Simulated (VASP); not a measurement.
# C (Cmmm) in VASP: a series of runs

Runs on C. Level: r2SCAN. Tasks: single point, relaxation of shape and atoms at fixed volume.

All numbers are computed with VASP 6.6.1; they aren't measurements. Logs are shortened: lines on timing, memory, paths and dates and some standing lists are left out, and cuts for length are marked.

### 1 The cell of the first run

The structure is orthorhombic, space group Cmmm (No. 65). The conventional cell has a = 4.231 Å, b = 8.719 Å, c = 2.499 Å, α = 90.00°, β = 90.00°, γ = 90.00°. C (site symmetry m) has 4 C at 1.52 to 1.57 Å within 2.0 Å. Within 2.0 Å of C (site symmetry m) lie 4 C at 1.52 to 1.56 Å.

### 2 Single point, r2SCAN

POSCAR reads:

```
C
1.0
    4.8455449140      0.0001906630      0.0000000000
   -2.9985765595      3.8062900792      0.0000000000
    0.0000000000      0.0000000000      2.4992719365
C
8
Direct
    0.6482396930      0.9814263890      0.0000000000
    0.3517603070      0.0185736110      0.0000000000
    0.0185736110      0.3517603070      0.0000000000
    0.9814263890      0.6482396930      0.0000000000
    0.4046402725      0.2262277068      0.5000000000
    0.5953597275      0.7737722932      0.5000000000
    0.7737722932      0.5953597275      0.5000000000
    0.2262277068      0.4046402725      0.5000000000
```

INCAR.step1 reads:

```
ALGO     = Normal         # electronic algorithm
EDIFF    = 1E-4           # SCF threshold, eV
ENCUT    = 520            # plane-wave cutoff, eV
GGA      = PE             # functional
ISMEAR   = 1              # smearing method
LASPH    = True           # aspherical terms in the spheres
LCHARG   = False          # write CHGCAR
LREAL    = False          # projectors in reciprocal space
LWAVE    = True           # write WAVECAR
NBANDS   = 26             # bands
NELM     = 100            # most SCF steps
PREC     = Accurate       # precision mode
SIGMA    = 0.1            # smearing width, eV
```

INCAR.step2 reads:

```
ALGO     = Normal         # electronic algorithm
EDIFF    = 1E-6           # SCF threshold, eV
ENCUT    = 520            # plane-wave cutoff, eV
ISIF     = 2              # what is computed and relaxed
ISMEAR   = 1              # smearing method
ISTART   = 1            
LASPH    = True           # aspherical terms in the spheres
LCHARG   = False          # write CHGCAR
LMIXTAU  = True         
LREAL    = False          # projectors in reciprocal space
LWAVE    = False          # write WAVECAR
METAGGA  = R2SCAN         # meta-GGA
NBANDS   = 26             # bands
NELM     = 100            # most SCF steps
PREC     = Accurate       # precision mode
SIGMA    = 0.1            # smearing width, eV
```

KPOINTS reads:

```
k-points
0
Gamma
  6 6 8
```

Potentials or basis: VASP PAW PBE potentials, release 64 (C).

Run with:

```bash
> cat potpaw_PBE.64/C/POTCAR > POTCAR
> cp INCAR.step1 INCAR
> mpirun -np 1 vasp_std > vasp.out
> cp INCAR.step2 INCAR
> mpirun -np 1 vasp_std > vasp.out
```

OUTCAR:

```text
EDIFF = 1E-6
   ENCUT = 520
   ISIF = 2
   ISMEAR = 1
   ISTART = 1
   LASPH = True
   LREAL = False
   METAGGA = R2SCAN
   NELM = 100
   PREC = Accurate

 ion  position               nearest neighbor table
   1  0.648  0.981  0.000-   6 1.52   6 1.52   2 1.55   3 1.57
   2  0.352  0.019  0.000-   5 1.52   5 1.52   1 1.55   4 1.57
   3  0.019  0.352  0.000-   8 1.52   8 1.52   4 1.55   1 1.57
   4  0.981  0.648  0.000-   7 1.52   7 1.52   3 1.55   2 1.57
   5  0.405  0.226  0.500-   2 1.52   2 1.52   8 1.56   7 1.56
   6  0.595  0.774  0.500-   1 1.52   1 1.52   7 1.56   8 1.56
   7  0.774  0.595  0.500-   4 1.52   4 1.52   6 1.56   5 1.56
   8  0.226  0.405  0.500-   3 1.52   3 1.52   5 1.56   6 1.56

  LATTYP: Found a base centered orthorhombic cell.
 ALAT       =     4.2309086191
 B/A-ratio  =     2.0607280070
 C/A-ratio  =     0.5907175412

  Lattice vectors:

 A1 = (   4.8455449140,   0.0001906630,   0.0000000000)
 A2 = (  -2.9985765595,   3.8062900792,   0.0000000000)
 A3 = (   0.0000000000,   0.0000000000,   2.4992719365)

Analysis of symmetry for initial positions (statically):
=====================================================================
 Subroutine PRICEL returns:
 Original cell was already a primitive cell.

 Routine SETGRP: Setting up the symmetry group for a
 base centered orthorhombic supercell.

 Subroutine GETGRP returns: Found  8 space group operations
 (whereof  8 operations were pure point group operations)
 out of a pool of  8 trial point group operations.

The static configuration has the point symmetry D_2h.

Analysis of symmetry for dynamics (positions and initial velocities):
=====================================================================
 Subroutine PRICEL returns:
 Original cell was already a primitive cell.

 Routine SETGRP: Setting up the symmetry group for a
 base centered orthorhombic supercell.

 Subroutine GETGRP returns: Found  8 space group operations
 (whereof  8 operations were pure point group operations)
 out of a pool of  8 trial point group operations.

The dynamic configuration has the point symmetry D_2h.

 Subroutine INISYM returns: Found  8 space group operations
 (whereof  8 operations are pure point group operations),
 and found     1 'primitive' translations

----------------------------------------------------------------------------------------

                                     Primitive cell

  volume of cell :      46.0969
[... 101 lines left out ...]
   EDIFF  = 0.1E-05   stopping-criterion for ELM
   LREAL  =      F    real-space projection
   EDIFFG = 0.1E-04   stopping-criterion for IOM
   NSW    =      0    number of steps for IOM
   IBRION =     -1    ionic relax: 0-MD 1-quasi-New 2-CG
   NFREE  =      0    steps in history (QN), initial steepest desc. (CG)
   ISIF   =      2    stress and relaxation
   ISYM   =      2    0-nonsym 1-usesym 2-fastsym
   POTIM  = 0.5000    time-step for ionic-motion
   TEBEG  =    0.0;   TEEND  =   0.0 temperature during run
   PSTRESS=    0.0 pullay stress
   NELECT =      32.0000    total number of electrons
   NUPDOWN=      -1.0000    fix difference up-down
   EMIN   =  10.00;   EMAX   =-10.00  energy-range for DOS
   EFERMI =   0.00;   METHOD = LEGACY
   ISMEAR =     1;   SIGMA  =   0.10  broadening in eV -4-tet -1-fermi 0-gaus
   EFERMI_NEDOS =   21; number of points for ismear=-14 and -15
   IALGO  =     38    algorithm
   IMIX   =      4    mixing-type and parameters
     AMIX     =   0.40;   BMIX     =  1.00
     AMIX_MAG =   1.60;   BMIX_MAG =  1.00
  volume/ion in A,a.u.               =       5.76        38.88
  Fermi-wavevector in a.u.,A,eV,Ry     =   1.449554  2.739259 28.588645  2.101206
  Thomas-Fermi vector in A             =   2.567267
   LORBIT       =      0    0 simple, 1 ext, 2 COOP (PROOUT), +10 PAW based schemes
   METAGGA = R2SCAN    functional components
   LHFCALC =     F    Hartree Fock is set to
   AEXX    =    0.0000 exact exchange contribution
   IVDW    =     0    specifies the selected vdW correction
   LEPSILON=     F    determine dielectric tensor
   LRPA    =     F    only Hartree local field effects (RPA)
 non-spin polarized calculation
 Methfessel and Paxton  Order N= 1 SIGMA  =   0.10
  energy-cutoff  :      520.00
  volume of cell :       46.10
 maximum number of plane-waves:      1258
   NGX = 17   NGY = 17   NGZ =  9

 number of electron      32.0000003 magnetization

 Free energy of the ion-electron system (eV)
  ---------------------------------------------------
  ext. energy  EPLUGINS =         0.00000000
  ---------------------------------------------------
  free energy    TOTEN  =       -77.49184777 eV

  energy without entropy =      -77.49186847  energy(sigma->0) =      -77.49185467

 E-fermi :   9.7715     XC(G=0): -14.1116

 val. band max:        9.6874565814   @ k =   0.5000   0.5000   0.0000
 cond. band min:      13.3374865604   @ k =   0.5000   0.5000   0.2500
 fundamental gap:      3.6500299790
 Fermi energy:         9.7714643187

 k-point     1 :       0.0000    0.0000    0.0000
  band No.  band energies     occupation
      1     -13.2191      2.00000
      2      -7.8304      2.00000
      3      -6.5262      2.00000
      4      -6.3737      2.00000
      5      -5.7852      2.00000
      6      -3.2051      2.00000
[... 685 lines left out ...]
     25      20.3973      0.00000
     26      21.1887      0.00000

 [... further k-points ...]
[... 5 lines left out ...]
  --------------------------------------------------------------------------------------
  -------------------------------------------------------------------------------------
  Total        1.1815087      1.1922166      1.1978361      0.0067956      0.0000000      0.0000000
  in kB       41.0653985     41.4375700     41.6328854      0.2361917      0.0000000      0.0000000
  external PRESSURE =      41.3786180 kB  Pullay stress =       0.0000000 kB

 VOLUME and BASIS-vectors are now :
 -----------------------------------------------------------------------------
  energy-cutoff  :      520.00
  volume of cell :       46.10
      direct lattice vectors                 reciprocal lattice vectors
     4.845544914  0.000190663  0.000000000     0.206368741  0.162576277  0.000000000
    -2.998576560  3.806290079  0.000000000    -0.000010337  0.262714870  0.000000000
     0.000000000  0.000000000  2.499271937     0.000000000  0.000000000  0.400116524

 POSITION                                       TOTAL-FORCE (eV/Angst)
 -----------------------------------------------------------------------------------
      0.19819      3.73572      0.00000         0.005916      0.010290      0.000000
      1.64878      0.07076      0.00000        -0.005916     -0.010290      0.000000
     -0.96478      1.33891      0.00000        -0.004422     -0.011015     -0.000000
      2.81175      2.46758      0.00000         0.004422      0.011015      0.000000
      1.28234      0.86117      1.24964        -0.003193     -0.014397      0.000000
      0.56463      2.94532      1.24964         0.003193      0.014397      0.000000
      1.96412      2.26626      1.24964         0.009333      0.011418      0.000000
     -0.11715      1.54022      1.24964        -0.009333     -0.011418      0.000000
 -----------------------------------------------------------------------------------
    total drift:                               -0.000000      0.000000      0.000000

  FREE ENERGIE OF THE ION-ELECTRON SYSTEM (eV)
  ---------------------------------------------------
  free  energy   TOTEN  =       -77.4918477672 eV

  energy  without entropy=      -77.4918684714  energy(sigma->0) =      -77.49185467
```

Run time: 2.7 min. Hardware: 1 thread of AMD EPYC 9R45 (Zen 5), shared host; peak memory 0.16 GiB.

Results:

```yaml
Free_energy: -77.4918 eV
Pressure: 4.1 GPa
Largest_force: 0.015 eV/Å
Band_gap_on_the_k_mesh: 3.65 eV, indirect (least direct gap 5.36 eV)
```

Forces in eV/Å, atoms in the order of the input:
```
C    0.006  0.010  0.000
C   -0.006 -0.010  0.000
C   -0.004 -0.011  0.000
C    0.004  0.011  0.000
C   -0.003 -0.014  0.000
C    0.003  0.014  0.000
C    0.009  0.011  0.000
C   -0.009 -0.011  0.000
```

Levels at points of the mesh, in eV from the valence-band top:
```
           k point  band 14  band 15  band 16  band 17  band 18  band 19
(0.00, 0.00, 0.00)    -2.12    -1.94    -1.28     4.88     5.12     5.32
(0.50, 0.00, 0.00)    -3.02    -2.82    -2.55     5.20     6.37     6.46
(0.50, 0.50, 0.00)    -0.31    -0.19     0.00     5.36     5.59     6.36
(0.00, 0.00, 0.50)    -6.24    -3.49    -3.20     7.66     7.99     8.17
(0.50, 0.00, 0.50)    -5.01    -4.76    -3.31     5.62     6.02     7.00
(0.50, 0.50, 0.50)    -5.72    -5.48    -5.46     4.39     4.58     5.30
```

Caveat: the PAW data sets were made with another functional, which shifts forces and pressure a little.

### 3 Relaxation of shape and atoms at fixed volume, r2SCAN

POSCAR reads:

```
C
1.0
    4.8453810000      0.0000000000      0.0000000000
   -2.9986248849      3.8060433306      0.0000000000
    0.0000000000      0.0000000000      2.4995960000
C
8
Direct
    0.6482150000      0.9813910000      0.0000000000
    0.3517850000      0.0186090000      0.0000000000
    0.0186090000      0.3517850000      0.0000000000
    0.9813910000      0.6482150000      0.0000000000
    0.4047290000      0.2263750000      0.5000000000
    0.5952710000      0.7736250000      0.5000000000
    0.7736250000      0.5952710000      0.5000000000
    0.2263750000      0.4047290000      0.5000000000
```

INCAR.step1 reads:

```
SYSTEM = C
PREC = Accurate
ENCUT = 600
ISMEAR = 1
SIGMA = 0.1
LREAL = .False.
LASPH = .True.
NELM = 100
GGA = PE
ALGO = Normal
EDIFF = 1E-4
LWAVE = .True.
LCHARG = .False.
```

INCAR.step2 reads:

```
SYSTEM = C
PREC = Accurate
ENCUT = 600
EDIFF = 1E-7
ISMEAR = 1
SIGMA = 0.1
LREAL = .False.
LASPH = .True.
NELM = 100
ALGO = Normal
ISIF = 4
LWAVE = .False.
LCHARG = .False.
METAGGA = R2SCAN
LMIXTAU = .True.
IBRION = 2
NSW = 80
EDIFFG = -0.01
ISTART = 1
```

KPOINTS reads:

```
Automatic mesh
0
Gamma
  6 6 8
  0 0 0
```

Potentials or basis: VASP PAW PBE potentials, release 64 (C).

Run with:

```bash
> cat potpaw_PBE.64/C/POTCAR > POTCAR
> cp INCAR.step1 INCAR
> mpirun -np 1 vasp_std > vasp.out
> cp INCAR.step2 INCAR
> mpirun -np 1 vasp_std > vasp.out
```

Wall time 9.6 min (1 thread of AMD EPYC 9R45 (Zen 5), shared host); peak memory 0.18 GiB.

It converged, with:

| Quantity | Value |
| --- | --- |
| Free energy | -77.5178 eV |
| Energy gained by relaxing | 0.0 meV/atom |
| Ionic steps | 5 |
| Pressure after relaxing | 3.4 GPa |
| Band gap on the k mesh | 3.65 eV, indirect (least direct gap 5.35 eV) |

Final structure:
```
C
1.0
     4.84543    0.00030    0.00000
    -2.99841    3.80627    0.00000
     0.00000    0.00000    2.49930
C
8
Direct
  0.64829 0.98148 0.00000
  0.35171 0.01852 0.00000
  0.01852 0.35171 0.00000
  0.98148 0.64829 0.00000
  0.40459 0.22617 0.50000
  0.59541 0.77383 0.50000
  0.77383 0.59541 0.50000
  0.22617 0.40459 0.50000
```

Levels at points of the mesh, in eV from the valence-band top:
```
           k point  band 12  band 13  band 14  band 15  band 16  band 17  band 18  band 19  band 20  band 21
(0.00, 0.00, 0.00)    -3.39    -2.26    -2.11    -1.94    -1.28     4.88     5.12     5.32     5.53     8.58
(0.50, 0.00, 0.00)    -4.12    -4.03    -3.03    -2.82    -2.55     5.20     6.37     6.46     7.20     7.44
(0.50, 0.50, 0.00)    -5.18    -3.37    -0.31    -0.19     0.00     5.35     5.59     6.37     7.12     7.32
(0.00, 0.00, 0.50)    -6.68    -6.25    -6.24    -3.49    -3.20     7.66     7.99     8.18     8.29     8.61
(0.50, 0.00, 0.50)    -6.03    -5.19    -5.01    -4.76    -3.30     5.61     6.02     7.00     7.54     7.61
(0.50, 0.50, 0.50)    -5.97    -5.81    -5.72    -5.48    -5.47     4.39     4.58     5.30     6.06    10.04
```

Caveat: the PAW data sets were made with another functional, which shifts forces and pressure a little.
